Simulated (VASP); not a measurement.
# Si (P6_3/mmc) in VASP: a series of runs

Runs on Si. Level: LDA. Tasks: single point.

Everything below comes from runs of VASP 6.6.1. Logs are shortened: lines on timing, memory, paths and dates and some standing lists are left out, and cuts for length are marked.

**1. The cell of the first run**

It takes space group P6_3/mmc (No. 194, hexagonal). Conventional cell: a = 2.532 Å, b = 2.532 Å, c = 4.281 Å, α = 90.00°, β = 90.00°, γ = 120.00°. Si (site symmetry -6m2) has 12 Si at 2.53 to 2.59 Å within 3.3 Å.

**2. Single point, LDA (strain -0.050 along x and y, -0.050 along z)**

Contents of INCAR:

```
SYSTEM = Si
ALGO = Normal
EDIFF = 1E-6
ENCUT = 520
ISIF = 2
ISMEAR = 0
LASPH = .TRUE.
LCHARG = .FALSE.
LREAL = .FALSE.
LWAVE = .FALSE.
NBANDS = 11
NELM = 80
PREC = Accurate
SIGMA = 0.15
```

Contents of KPOINTS:

```
k-points
0
G
  21 21 10
  0 0 0
```

Contents of POSCAR:

```
Si
1.0
    2.5322986339      0.0000000000      0.0000000000
   -1.2661493170      2.1930349470      0.0000000000
    0.0000000000      0.0000000000      4.2809558065
Si
2
Direct
    0.3333333333      0.6666666667      0.2500000000
    0.6666666667      0.3333333333      0.7500000000
```

Potentials or basis: VASP PAW LDA potentials, release 64 (Si).

On the command line:

```console
cat potpaw_LDA.64/Si/POTCAR > POTCAR
mpirun -np 1 vasp_std > vasp.out
```

OUTCAR:

```text
SYSTEM = Si
   EDIFF = 1E-6
   ENCUT = 520
   ISIF = 2
   ISMEAR = 0
   LASPH = .TRUE.
   LREAL = .FALSE.
   NELM = 80
   PREC = Accurate

 ion  position               nearest neighbor table
   1  0.333  0.667  0.250-   2 2.59   2 2.59   2 2.59   2 2.59   2 2.59   2 2.59
   2  0.667  0.333  0.750-   1 2.59   1 2.59   1 2.59   1 2.59   1 2.59   1 2.59

  LATTYP: Found a hexagonal cell.
 ALAT       =     2.5322986339
 C/A-ratio  =     1.6905414508

  Lattice vectors:

 A1 = (   2.5322986339,   0.0000000000,   0.0000000000)
 A2 = (  -1.2661493170,   2.1930349470,   0.0000000000)
 A3 = (   0.0000000000,   0.0000000000,   4.2809558065)

Analysis of symmetry for initial positions (statically):
=====================================================================
 Subroutine PRICEL returns:
 Original cell was already a primitive cell.

 Routine SETGRP: Setting up the symmetry group for a
 hexagonal supercell.

 Subroutine GETGRP returns: Found 24 space group operations
 (whereof 12 operations were pure point group operations)
 out of a pool of 24 trial point group operations.

The static configuration has the point symmetry D_3d.
 The point group associated with its full space group is D_6h.

Analysis of symmetry for dynamics (positions and initial velocities):
=====================================================================
 Subroutine PRICEL returns:
 Original cell was already a primitive cell.

 Routine SETGRP: Setting up the symmetry group for a
 hexagonal supercell.

 Subroutine GETGRP returns: Found 24 space group operations
 (whereof 12 operations were pure point group operations)
 out of a pool of 24 trial point group operations.

The dynamic configuration has the point symmetry D_3d.
 The point group associated with its full space group is D_6h.

 Subroutine INISYM returns: Found 24 space group operations
 (whereof 12 operations are pure point group operations),
 and found     1 'primitive' translations

----------------------------------------------------------------------------------------

                                     Primitive cell

  volume of cell :      23.7739

  direct lattice vectors                    reciprocal lattice vectors
     2.532298634  0.000000000  0.000000000     0.394898132  0.227994543  0.000000000
    -1.266149317  2.193034947  0.000000000     0.000000000  0.455989086  0.000000000
     0.000000000  0.000000000  4.280955806     0.000000000  0.000000000  0.233592694

  length of vectors
     2.532298634  2.532298634  4.280955806     0.455989086  0.455989086  0.233592694

  position of ions in fractional coordinates (direct lattice)
     0.333333333  0.666666667  0.250000000
     0.666666667  0.333333333  0.750000000

  ion indices of the primitive-cell ions
   primitive index   ion index
                 1           1
                 2           2

----------------------------------------------------------------------------------------

 KPOINTS: k-points

Automatic generation of k-mesh.
 Grid dimensions read from file:
 generate k-points for:   21   21   10

 Generating k-lattice:

  Cartesian coordinates                     Fractional coordinates (reciprocal lattice)
     0.018804673  0.010856883  0.000000000     0.047619048  0.000000000  0.000000000
     0.000000000  0.021713766  0.000000000     0.000000000  0.047619048  0.000000000
     0.000000000  0.000000000  0.023359269     0.000000000  0.000000000  0.100000000

  Length of vectors
     0.021713766  0.021713766  0.023359269

  Shift w.r.t. Gamma in fractional coordinates (k-lattice)
     0.000000000  0.000000000  0.000000000

 Subroutine IBZKPT returns following result:
 ===========================================

 Found    288 irreducible k-points:

 Following reciprocal coordinates:
            Coordinates               Weight
  0.000000  0.000000  0.000000      1.000000
  0.047619  0.000000  0.000000      6.000000
  0.095238 -0.000000  0.000000      6.000000
  0.142857  0.000000  0.000000      6.000000
  0.190476 -0.000000  0.000000      6.000000
  0.238095  0.000000  0.000000      6.000000
[... 16 lines left out ...]
  0.142857  0.095238  0.000000     12.000000
  0.190476  0.095238  0.000000     12.000000
 [... further k-points ...]
   k-points           NKPTS =    288   k-points in BZ     NKDIM =    288   number of bands    NBANDS=     11
   number of dos      NEDOS =    301   number of ions     NIONS =      2
   total plane-waves  NPLWV =  12800
   dimension x,y,z NGX =    20 NGY =   20 NGZ =   32
   dimension x,y,z NGXF=    40 NGYF=   40 NGZF=   64
   ions per type =               2
   NGX,Y,Z   is equivalent  to a cutoff of  13.13, 13.13, 12.43 a.u.
   NGXF,Y,Z  is equivalent  to a cutoff of  26.26, 26.26, 24.85 a.u.
 SYSTEM =  Si
   PREC   = accura    normal or accurate (medium, high low for compatibility)
   ISTART =      0    job   : 0-new  1-cont  2-samecut
   ICHARG =      2    charge: 1-file 2-atom 10-const
   ISPIN  =      1    spin polarized calculation?
   LNONCOLLINEAR =      F non collinear calculations
   LSORBIT =      F    spin-orbit coupling
   LASPH  =      T    aspherical Exc in radial PAW
   ENCUT  =  520.0 eV  38.22 Ry    6.18 a.u.   4.71  4.71  7.96*2*pi/ulx,y,z
   NELM   =     80;   NELMIN=  2; NELMDL= -5     # of ELM steps
   EDIFF  = 0.1E-05   stopping-criterion for ELM
   LREAL  =      F    real-space projection
   EDIFFG = 0.1E-04   stopping-criterion for IOM
   NSW    =      0    number of steps for IOM
   IBRION =     -1    ionic relax: 0-MD 1-quasi-New 2-CG
   NFREE  =      0    steps in history (QN), initial steepest desc. (CG)
   ISIF   =      2    stress and relaxation
   ISYM   =      2    0-nonsym 1-usesym 2-fastsym
   POTIM  = 0.5000    time-step for ionic-motion
   TEBEG  =    0.0;   TEEND  =   0.0 temperature during run
   PSTRESS=    0.0 pullay stress
   NELECT =       8.0000    total number of electrons
   NUPDOWN=      -1.0000    fix difference up-down
   EMIN   =  10.00;   EMAX   =-10.00  energy-range for DOS
   EFERMI =   0.00;   METHOD = LEGACY
   ISMEAR =     0;   SIGMA  =   0.15  broadening in eV -4-tet -1-fermi 0-gaus
   EFERMI_NEDOS =   21; number of points for ismear=-14 and -15
   IALGO  =     38    algorithm
   IMIX   =      4    mixing-type and parameters
     AMIX     =   0.40;   BMIX     =  1.00
     AMIX_MAG =   1.60;   BMIX_MAG =  1.00
  volume/ion in A,a.u.               =      11.89        80.22
  Fermi-wavevector in a.u.,A,eV,Ry     =   1.138687  2.151807 17.641429  1.296608
  Thomas-Fermi vector in A             =   2.275391
   LORBIT       =      0    0 simple, 1 ext, 2 COOP (PROOUT), +10 PAW based schemes
   GGA     = CA    functional components
   LHFCALC =     F    Hartree Fock is set to
   AEXX    =    0.0000 exact exchange contribution
   IVDW    =     0    specifies the selected vdW correction
   LEPSILON=     F    determine dielectric tensor
   LRPA    =     F    only Hartree local field effects (RPA)
 non-spin polarized calculation
 Gauss-broadening in eV      SIGMA  =   0.15
  energy-cutoff  :      520.00
  volume of cell :       23.77
 maximum number of plane-waves:       652
 NGX is ok and might be reduce to    20
   NGX =  9   NGY =  9   NGZ = 15

 number of electron       8.0000001 magnetization

 Free energy of the ion-electron system (eV)
  ---------------------------------------------------
  ext. energy  EPLUGINS =         0.00000000
  ---------------------------------------------------
  free energy    TOTEN  =       -10.87959966 eV

  energy without entropy =      -10.87287671  energy(sigma->0) =      -10.87623818

 E-fermi :  12.9604     XC(G=0): -12.0742

 val. band max:       12.9388903965   @ k =   0.3333   0.1905   0.5000
 cond. band min:      12.9793749479   @ k =   0.2857   0.0476   0.4000
 fundamental gap:      0.0404845513
 Fermi energy:        12.9603665820

 k-point     1 :       0.0000    0.0000    0.0000
  band No.  band energies     occupation
      1      -3.3751      2.00000
      2       4.2093      2.00000
      3       4.5381      2.00000
      4      23.2532      0.00000
      5      23.2532      0.00000
      6      24.1271      0.00000
      7      24.1271      0.00000
      8      24.5044      0.00000
      9      25.5658      0.00000
     10      27.9525      0.00000
     11      29.0824      0.00000

 k-point     2 :       0.0476    0.0000    0.0000
  band No.  band energies     occupation
      1      -3.3067      2.00000
      2       4.2760      2.00000
      3       4.6022      2.00000
      4      21.8800      0.00000
      5      22.4455      0.00000
      6      23.8187      0.00000
      7      25.0495      0.00000
      8      25.2953      0.00000
      9      25.5540      0.00000
     10      27.6534      0.00000
     11      28.0372      0.00000

 k-point     3 :       0.0952   -0.0000    0.0000
  band No.  band energies     occupation
      1      -3.1018      2.00000
      2       4.4757      2.00000
      3       4.7946      2.00000
      4      19.7910      0.00000
      5      21.4304      0.00000
      6      23.2359      0.00000
      7      25.3743      0.00000
      8      25.3970      0.00000
      9      26.3804      0.00000
     10      26.4898      0.00000
     11      27.1338      0.00000

 k-point     4 :       0.1429    0.0000    0.0000
  band No.  band energies     occupation
      1      -2.7609      2.00000
      2       4.8069      2.00000
      3       5.1151      2.00000
      4      17.6354      0.00000
      5      20.5090      0.00000
      6      22.4926      0.00000
      7      23.8854      0.00000
      8      24.4930      0.00000
      9      26.2301      0.00000
     10      26.5585      0.00000
     11      26.8892      0.00000
[... 239 lines left out ...]
 k-point    22 :       0.0952    0.0952    0.0000
  band No.  band energies     occupation
      1      -2.5566      2.00000
      2       5.0048      2.00000
      3       5.3073      2.00000
      4      17.7301      0.00000
      5      17.8658      0.00000
      6      23.9774      0.00000
      7      23.9960      0.00000
      8      24.0842      0.00000
      9      24.9665      0.00000
     10      26.0096      0.00000
     11      26.4481      0.00000

 k-point    23 :       0.1429    0.0952    0.0000
  band No.  band energies     occupation
      1      -2.0810      2.00000
      2       5.4636      2.00000
      3       5.7555      2.00000
      4      15.6933      0.00000
      5      16.9512      0.00000
      6      22.2352      0.00000
      7      22.6316      0.00000
      8      23.3437      0.00000
      9      24.6474      0.00000
     10      25.1768      0.00000
     11      26.9584      0.00000

 k-point    24 :       0.1905    0.0952    0.0000
  band No.  band energies     occupation
      1      -1.4714      2.00000
      2       6.0462      2.00000
      3       6.3311      2.00000
      4      13.6658      0.00000
      5      16.2070      0.00000
      6      20.4463      0.00000
      7      20.8866      0.00000
      8      22.7457      0.00000
      9      24.1070      0.00000
     10      24.2324      0.00000
     11      27.6216      0.00000

 [... further k-points ...]
[... 5 lines left out ...]
  --------------------------------------------------------------------------------------
  -------------------------------------------------------------------------------------
  Total        2.9026961      2.9026961      3.0418955     -0.0000000      0.0000000      0.0000000
  in kB      195.6189527    195.6189527    204.9999058     -0.0000000      0.0000000      0.0000000
  external PRESSURE =     198.7459371 kB  Pullay stress =       0.0000000 kB

 VOLUME and BASIS-vectors are now :
 -----------------------------------------------------------------------------
  energy-cutoff  :      520.00
  volume of cell :       23.77
      direct lattice vectors                 reciprocal lattice vectors
     2.532298634  0.000000000  0.000000000     0.394898132  0.227994543  0.000000000
    -1.266149317  2.193034947  0.000000000     0.000000000  0.455989086  0.000000000
     0.000000000  0.000000000  4.280955806     0.000000000  0.000000000  0.233592694

 POSITION                                       TOTAL-FORCE (eV/Angst)
 -----------------------------------------------------------------------------------
     -0.00000      1.46202      1.07024        -0.000000      0.000000      0.000000
      1.26615      0.73101      3.21072         0.000000     -0.000000      0.000000
 -----------------------------------------------------------------------------------
    total drift:                                0.000000     -0.000000      0.000000

  FREE ENERGIE OF THE ION-ELECTRON SYSTEM (eV)
  ---------------------------------------------------
  free  energy   TOTEN  =       -10.8795996568 eV

  energy  without entropy=      -10.8728767056  energy(sigma->0) =      -10.87623818
```

Run time: 27 s. Hardware: 1 thread of Intel Xeon 6975P-C, shared host; peak memory 0.16 GiB.

What came out:

| Item | Value |
| --- | --- |
| Free energy | -10.8796 eV |
| Pressure | 19.9 GPa |
| Band gap on the k mesh | zero (band 4 reaches 23.25 eV, above the bottom of band 5 at 8.94 eV) |

Caveat: the cell differs from its parent crystal (strain -0.050 along x and y, -0.050 along z).

**3. Single point, LDA (strain -0.050 along x and y, -0.025 along z)**

Contents of INCAR:

```
ALGO = Normal
EDIFF = 1E-7
ENCUT = 520
ISIF = 2
ISMEAR = 0
LASPH = True
LCHARG = True
LELF = True
LREAL = False
LVHAR = True
LWAVE = False
NBANDS = 11
NELM = 100
PREC = Accurate
SIGMA = 0.15
```

Contents of KPOINTS:

```
k-points
0
Gamma
  21 21 10
```

POSCAR, as its differences from that of step 2:

```diff
@@ -4,3 +4,3 @@
    -1.2661493170      2.1930349470      0.0000000000
-    0.0000000000      0.0000000000      4.2809558065
+    0.0000000000      0.0000000000      4.3936125382
 Si
```

Potentials or basis: VASP PAW LDA potentials, release 64 (Si).

On the command line:

```console
cat potpaw_LDA.64/Si/POTCAR > POTCAR
mpirun -np 1 vasp_std > vasp.out
```

Wall time 36 s (1 thread of Intel Xeon 6975P-C, shared host); peak memory 0.17 GiB.

Results (log left out):

| Property | Result |
| --- | --- |
| Free energy | -10.9454 eV |
| Pressure | 15.4 GPa |
| Band gap on the k mesh | zero (band 4 reaches 23.14 eV, above the bottom of band 5 at 8.69 eV) |

Stress tensor (GPa, compression positive):
```
16.62  0.00  0.00
 0.00 16.62  0.00
 0.00  0.00 13.04
```

Levels at points of the mesh, in eV from the Fermi level:
```tsv
k point	band 2	band 3	band 4	band 5	band 6	band 7
(0.00, 0.00, 0.00)	-9.07	-8.37	10.56	10.56	10.89	11.39
(0.00, 0.00, 0.50)	-14.22	0.10	0.10	12.05	12.05	12.05
```

Caveat: the cell differs from its parent crystal (strain -0.050 along x and y, -0.025 along z).

**4. Single point, LDA (strain -0.050 along x and y, +0.000 along z)**

Contents of INCAR:

```
PREC = Accurate
ENCUT = 520
EDIFF = 1E-6
ISMEAR = 0
SIGMA = 0.15
LREAL = F
LASPH = T
NELM = 100
ALGO = Normal
ISIF = 2
LWAVE = F
LCHARG = F
NBANDS = 11
```

Contents of KPOINTS:

```
regular mesh
0
Gamma
  21 21 10
```

POSCAR, as its differences from that of step 3:

```diff
@@ -4,3 +4,3 @@
    -1.2661493170      2.1930349470      0.0000000000
-    0.0000000000      0.0000000000      4.3936125382
+    0.0000000000      0.0000000000      4.5062692700
 Si
```

On the command line:

```console
cat potpaw_LDA.64/Si/POTCAR > POTCAR
mpirun -np 1 vasp_std > vasp.out
```

It took 34 s on 1 thread of Intel Xeon 6975P-C, shared host; peak memory 0.17 GiB.

Results (log left out):

```
Free energy            : -10.9864 eV
Pressure               : 12.1 GPa
Band gap on the k mesh : zero (band 4 reaches 22.44 eV, above the bottom of band 5 at 8.45 eV)
```

Stress tensor (GPa, compression positive):
```
13.88  0.00  0.00
 0.00 13.88  0.00
 0.00  0.00  8.48
```

Levels at points of the mesh, in eV from the Fermi level:
| k point | band 1 | band 2 | band 3 | band 4 | band 5 | band 6 | band 7 | band 8 | band 9 |
| --- | --- | --- | --- | --- | --- | --- | --- | --- | --- |
| (0.00, 0.00, 0.00) | -15.84 | -9.35 | -8.29 | 10.24 | 10.25 | 10.82 | 10.82 | 11.61 | 11.61 |
| (0.00, 0.00, 0.50) | -14.07 | -14.07 | -0.40 | -0.40 | 12.22 | 12.22 | 12.22 | 12.22 | 13.07 |

Caveat: the cell differs from its parent crystal (strain -0.050 along x and y, +0.000 along z).

**5. Summary**

```csv
cell,gap on the mesh (eV),pressure (GPa)
"a = 2.532, b = 2.532, c = 4.281 Å, angles 90.0, 90.0, 120.0°, 2 atoms",none,19.9
"a = 2.532, b = 2.532, c = 4.394 Å, angles 90.0, 90.0, 120.0°, 2 atoms",none,15.4
"a = 2.532, b = 2.532, c = 4.506 Å, angles 90.0, 90.0, 120.0°, 2 atoms",none,12.1
```

Alike in all rows: task single point; level LDA; potentials or basis VASP PAW LDA potentials, release 64 (Si); no spin polarisation; k mesh 21 × 21 × 10; cutoff (eV) 520; smearing gaussian 0.15 eV.

Absolute energies hang on the potentials; compare differences alone.
